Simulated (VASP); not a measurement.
# SnO2 (P6_3/mmc) in VASP: further runs

SnO2 is run at these levels: PBE; tasks: single point.

Everything below comes from runs of VASP 6.6.1. Logs are shortened: lines on timing, memory, paths and dates and some standing lists are left out, and cuts for length are marked.

### 1 The cell of the first run

The structure is hexagonal, space group P6_3/mmc (No. 194). Conventional cell: a = 3.209 Å, b = 3.209 Å, c = 10.718 Å, α = 90.00°, β = 90.00°, γ = 120.00°. Sn (site symmetry -3m) has 6 O at 2.11 Å within 2.8 Å. Within 2.8 Å of O (site symmetry 3m) lie 3 Sn at 2.11 Å and 3 O at 2.74 Å.

### 2 Single point, PBE

File INCAR:

```
SYSTEM = SnO2
PREC = Accurate
ENCUT = 520
EDIFF = 1E-7
ISMEAR = -1
SIGMA = 0.05
LREAL = .FALSE.
LASPH = .TRUE.
NELM = 100
ALGO = Normal
ISIF = 2
LWAVE = .FALSE.
LCHARG = .FALSE.
GGA = PE
NBANDS = 35
```

File KPOINTS:

```
regular mesh
0
G
  9 9 3
  0 0 0
```

File POSCAR:

```
SnO2
1.0
    3.2088932479      0.0000000000      0.0000000000
   -1.6044466240      2.7789830708      0.0000000000
    0.0000000000      0.0000000000     10.7181399387
Sn O
2 4
Direct
    0.0000000000      0.0000000000      0.0000000000
    0.0000000000      0.0000000000      0.5000000000
    0.3333333333      0.6666666667      0.9058620000
    0.3333333333      0.6666666667      0.5941380000
    0.6666666667      0.3333333333      0.0941380000
    0.6666666667      0.3333333333      0.4058620000
```

Potentials or basis: VASP PAW PBE potentials, release 64 (Sn_d, O).

Launch:

```bash
> cat potpaw_PBE.64/Sn_d/POTCAR potpaw_PBE.64/O/POTCAR > POTCAR
> mpirun -np 1 vasp_std > vasp.out
```

OUTCAR:

```text
SYSTEM = SnO2
   PREC = Accurate
   ENCUT = 520
   EDIFF = 1E-7
   ISMEAR = -1
   LREAL = .FALSE.
   LASPH = .TRUE.
   NELM = 100
   ISIF = 2
   GGA = PE

 ion  position               nearest neighbor table
   1  0.000  0.000  0.000-   3 2.11   5 2.11   5 2.11   3 2.11   5 2.11   3 2.11
   2  0.000  0.000  0.500-   4 2.11   6 2.11   6 2.11   4 2.11   6 2.11   4 2.11
   3  0.333  0.667  0.906-   1 2.11   1 2.11   1 2.11
   4  0.333  0.667  0.594-   2 2.11   2 2.11   2 2.11
   5  0.667  0.333  0.094-   1 2.11   1 2.11   1 2.11
   6  0.667  0.333  0.406-   2 2.11   2 2.11   2 2.11

  LATTYP: Found a hexagonal cell.
 ALAT       =     3.2088932479
 C/A-ratio  =     3.3401360253

  Lattice vectors:

 A1 = (   3.2088932479,   0.0000000000,   0.0000000000)
 A2 = (  -1.6044466240,   2.7789830708,   0.0000000000)
 A3 = (   0.0000000000,   0.0000000000,  10.7181399387)

Analysis of symmetry for initial positions (statically):
=====================================================================
 Subroutine PRICEL returns:
 Original cell was already a primitive cell.

 Routine SETGRP: Setting up the symmetry group for a
 hexagonal supercell.

 Subroutine GETGRP returns: Found 24 space group operations
 (whereof 12 operations were pure point group operations)
 out of a pool of 24 trial point group operations.

The static configuration has the point symmetry D_3d.
 The point group associated with its full space group is D_6h.

Analysis of symmetry for dynamics (positions and initial velocities):
=====================================================================
 Subroutine PRICEL returns:
 Original cell was already a primitive cell.

 Routine SETGRP: Setting up the symmetry group for a
 hexagonal supercell.

 Subroutine GETGRP returns: Found 24 space group operations
 (whereof 12 operations were pure point group operations)
 out of a pool of 24 trial point group operations.

The dynamic configuration has the point symmetry D_3d.
 The point group associated with its full space group is D_6h.

 Subroutine INISYM returns: Found 24 space group operations
 (whereof 12 operations are pure point group operations),
 and found     1 'primitive' translations

----------------------------------------------------------------------------------------

                                     Primitive cell

  volume of cell :      95.5786

  direct lattice vectors                    reciprocal lattice vectors
     3.208893248  0.000000000  0.000000000     0.311633926  0.179921931  0.000000000
    -1.604446624  2.778983071  0.000000000     0.000000000  0.359843862  0.000000000
     0.000000000  0.000000000 10.718139939     0.000000000  0.000000000  0.093299771

  length of vectors
     3.208893248  3.208893248 10.718139939     0.359843862  0.359843862  0.093299771

  position of ions in fractional coordinates (direct lattice)
     0.000000000  0.000000000  0.000000000
     0.000000000  0.000000000  0.500000000
     0.333333333  0.666666667  0.905862000
     0.333333333  0.666666667  0.594138000
     0.666666667  0.333333333  0.094138000
     0.666666667  0.333333333  0.405862000

  ion indices of the primitive-cell ions
   primitive index   ion index
                 1           1
                 2           2
                 3           3
                 4           4
                 5           5
                 6           6

----------------------------------------------------------------------------------------

 KPOINTS: regular mesh

Automatic generation of k-mesh.
 Grid dimensions read from file:
 generate k-points for:    9    9    3

 Generating k-lattice:

  Cartesian coordinates                     Fractional coordinates (reciprocal lattice)
     0.034625992  0.019991326  0.000000000     0.111111111  0.000000000  0.000000000
     0.000000000  0.039982651  0.000000000     0.000000000  0.111111111  0.000000000
     0.000000000  0.000000000  0.031099924     0.000000000  0.000000000  0.333333333

  Length of vectors
     0.039982651  0.039982651  0.031099924

  Shift w.r.t. Gamma in fractional coordinates (k-lattice)
     0.000000000  0.000000000  0.000000000

 Subroutine IBZKPT returns following result:
 ===========================================

 Found     24 irreducible k-points:

 Following reciprocal coordinates:
            Coordinates               Weight
  0.000000  0.000000  0.000000      1.000000
  0.111111  0.000000  0.000000      6.000000
  0.222222  0.000000  0.000000      6.000000
  0.333333  0.000000  0.000000      6.000000
  0.444444  0.000000  0.000000      6.000000
  0.111111  0.111111  0.000000      6.000000
[... 16 lines left out ...]
  0.333333  0.222222  0.333333     24.000000
  0.333333  0.333333  0.333333      4.000000
   k-points           NKPTS =     24   k-points in BZ     NKDIM =     24   number of bands    NBANDS=     35
   number of dos      NEDOS =    301   number of ions     NIONS =      6
   total plane-waves  NPLWV =  46080
   dimension x,y,z NGX =    24 NGY =   24 NGZ =   80
   dimension x,y,z NGXF=    48 NGYF=   48 NGZF=  160
   ions per type =               2   4
   NGX,Y,Z   is equivalent  to a cutoff of  12.43, 12.43, 12.41 a.u.
   NGXF,Y,Z  is equivalent  to a cutoff of  24.87, 24.87, 24.82 a.u.
 SYSTEM =  SnO2
   PREC   = accura    normal or accurate (medium, high low for compatibility)
   ISTART =      0    job   : 0-new  1-cont  2-samecut
   ICHARG =      2    charge: 1-file 2-atom 10-const
   ISPIN  =      1    spin polarized calculation?
   LNONCOLLINEAR =      F non collinear calculations
   LSORBIT =      F    spin-orbit coupling
   LASPH  =      T    aspherical Exc in radial PAW
   ENCUT  =  520.0 eV  38.22 Ry    6.18 a.u.   5.97  5.97 19.93*2*pi/ulx,y,z
   NELM   =    100;   NELMIN=  2; NELMDL= -5     # of ELM steps
   EDIFF  = 0.1E-06   stopping-criterion for ELM
   LREAL  =      F    real-space projection
   EDIFFG = 0.1E-05   stopping-criterion for IOM
   NSW    =      0    number of steps for IOM
   IBRION =     -1    ionic relax: 0-MD 1-quasi-New 2-CG
   NFREE  =      0    steps in history (QN), initial steepest desc. (CG)
   ISIF   =      2    stress and relaxation
   ISYM   =      2    0-nonsym 1-usesym 2-fastsym
   POTIM  = 0.5000    time-step for ionic-motion
   TEBEG  =    0.0;   TEEND  =   0.0 temperature during run
   PSTRESS=    0.0 pullay stress
   NELECT =      52.0000    total number of electrons
   NUPDOWN=      -1.0000    fix difference up-down
   EMIN   =  10.00;   EMAX   =-10.00  energy-range for DOS
   EFERMI =   0.00;   METHOD = LEGACY
   ISMEAR =    -1;   SIGMA  =   0.05  broadening in eV -4-tet -1-fermi 0-gaus
   EFERMI_NEDOS =   21; number of points for ismear=-14 and -15
   IALGO  =     38    algorithm
   IMIX   =      4    mixing-type and parameters
     AMIX     =   0.40;   BMIX     =  1.00
     AMIX_MAG =   1.60;   BMIX_MAG =  1.00
  volume/ion in A,a.u.               =      15.93       107.50
  Fermi-wavevector in a.u.,A,eV,Ry     =   1.336459  2.525542 24.301686  1.786124
  Thomas-Fermi vector in A             =   2.465084
   LORBIT       =      0    0 simple, 1 ext, 2 COOP (PROOUT), +10 PAW based schemes
   GGA     = PE    functional components
   LHFCALC =     F    Hartree Fock is set to
   AEXX    =    0.0000 exact exchange contribution
   IVDW    =     0    specifies the selected vdW correction
   LEPSILON=     F    determine dielectric tensor
   LRPA    =     F    only Hartree local field effects (RPA)
 non-spin polarized calculation
  energy-cutoff  :      520.00
  volume of cell :       95.58
 maximum number of plane-waves:      2604
 NGX is ok and might be reduce to    24
   NGX = 11   NGY = 11   NGZ = 39

 number of electron      51.9999982 magnetization

 Free energy of the ion-electron system (eV)
  ---------------------------------------------------
  ext. energy  EPLUGINS =         0.00000000
  ---------------------------------------------------
  free energy    TOTEN  =       -36.32853143 eV

  energy without entropy =      -36.32853143  energy(sigma->0) =      -36.32853143

 E-fermi :   3.3942     XC(G=0):  -9.2802

 val. band max:        2.2757907315   @ k =   0.2222   0.2222   0.0000
 cond. band min:       4.4819336576   @ k =   0.0000   0.0000   0.0000
 fundamental gap:      2.2061429261
 Fermi energy:         3.3941612852

 k-point     1 :       0.0000    0.0000    0.0000
  band No.  band energies     occupation
      1     -17.7694      2.00000
      2     -17.7685      2.00000
      3     -17.5273      2.00000
      4     -17.5273      2.00000
      5     -17.5273      2.00000
      6     -17.5273      2.00000
[... 27 lines left out ...]
     34      13.5504      0.00000
     35      13.5994      0.00000

 k-point     2 :       0.1111    0.0000    0.0000
  band No.  band energies     occupation
      1     -17.7268      2.00000
      2     -17.7260      2.00000
      3     -17.6233      2.00000
      4     -17.6226      2.00000
      5     -17.5008      2.00000
      6     -17.5007      2.00000
[... 27 lines left out ...]
     34      13.5034      0.00000
     35      13.8191      0.00000

 k-point     3 :       0.2222    0.0000    0.0000
  band No.  band energies     occupation
      1     -17.9243      2.00000
      2     -17.9223      2.00000
      3     -17.5636      2.00000
      4     -17.5630      2.00000
      5     -17.4487      2.00000
      6     -17.4487      2.00000
[... 27 lines left out ...]
     34      13.5120      0.00000
     35      14.4223      0.00000
[... 723 lines left out ...]
 k-point    23 :       0.3333    0.2222    0.3333
  band No.  band energies     occupation
      1     -18.1644      2.00000
      2     -18.1631      2.00000
      3     -17.7463      2.00000
      4     -17.7455      2.00000
      5     -17.4173      2.00000
      6     -17.4172      2.00000
[... 27 lines left out ...]
     34      13.4904      0.00000
     35      14.0129      0.00000

 k-point    24 :       0.3333    0.3333    0.3333
  band No.  band energies     occupation
      1     -17.9849      2.00000
      2     -17.9849      2.00000
      3     -17.9827      2.00000
      4     -17.9827      2.00000
      5     -17.3518      2.00000
      6     -17.3518      2.00000
[... 27 lines left out ...]
     34      12.6254      0.00000
     35      14.3598      0.00000

------------------------ aborting loop because EDIFF is reached ----------------------------------------

  FORCE on cell =-STRESS in cart. coord.  units (eV):
  Direction    XX          YY          ZZ          XY          YZ          ZX
  --------------------------------------------------------------------------------------
  -------------------------------------------------------------------------------------
  Total        1.8953135      1.8953135      1.1838861     -0.0000000     -0.0000000      0.0000000
  in kB       31.7710123     31.7710123     19.8454023     -0.0000000     -0.0000000      0.0000000
  external PRESSURE =      27.7958090 kB  Pullay stress =       0.0000000 kB

 VOLUME and BASIS-vectors are now :
 -----------------------------------------------------------------------------
  energy-cutoff  :      520.00
  volume of cell :       95.58
      direct lattice vectors                 reciprocal lattice vectors
     3.208893248  0.000000000  0.000000000     0.311633926  0.179921931  0.000000000
    -1.604446624  2.778983071  0.000000000     0.000000000  0.359843862  0.000000000
     0.000000000  0.000000000 10.718139939     0.000000000  0.000000000  0.093299771

 POSITION                                       TOTAL-FORCE (eV/Angst)
 -----------------------------------------------------------------------------------
      0.00000      0.00000      0.00000        -0.000000      0.000000      0.000000
      0.00000      0.00000      5.35907        -0.000000      0.000000      0.000000
     -0.00000      1.85266      9.70916         0.000000     -0.000000     -0.177082
     -0.00000      1.85266      6.36805         0.000000     -0.000000      0.177082
      1.60445      0.92633      1.00898        -0.000000      0.000000      0.177082
      1.60445      0.92633      4.35009        -0.000000      0.000000     -0.177082
 -----------------------------------------------------------------------------------
    total drift:                               -0.000000      0.000000      0.000000

  FREE ENERGIE OF THE ION-ELECTRON SYSTEM (eV)
  ---------------------------------------------------
  free  energy   TOTEN  =       -36.3285314317 eV

  energy  without entropy=      -36.3285314316  energy(sigma->0) =      -36.32853143
```

It took 69 s on 1 thread of Intel Xeon Platinum 8259CL at 2.50GHz (Skylake/Cascade Lake), shared host; peak memory 0.23 GiB.

Results:

| Property | Result |
| --- | --- |
| Free energy | -36.3285 eV |
| Pressure | 2.8 GPa |
| Largest force | 0.177 eV/Å |
| Band gap on the k mesh | 2.21 eV (least direct gap 2.63 eV) |

Forces on the atoms (eV/Å):
```
Sn   0.000  0.000  0.000
Sn   0.000  0.000  0.000
O    0.000  0.000 -0.177
O    0.000  0.000  0.177
O    0.000  0.000  0.177
O    0.000  0.000 -0.177
```

Stress tensor (GPa, compression positive):
```
3.18 0.00 0.00
0.00 3.18 0.00
0.00 0.00 1.98
```

Levels at points of the mesh, in eV from the valence-band top:
| k point | band 24 | band 25 | band 26 | band 27 | band 28 | band 29 |
| --- | --- | --- | --- | --- | --- | --- |
| (0.00, 0.00, 0.00) | -0.87 | -0.87 | -0.43 | 2.21 | 2.94 | 5.52 |

Caveat: spin-orbit coupling is left out, which moves the levels of the heavy elements.

(Continued in part 2 of 2.)
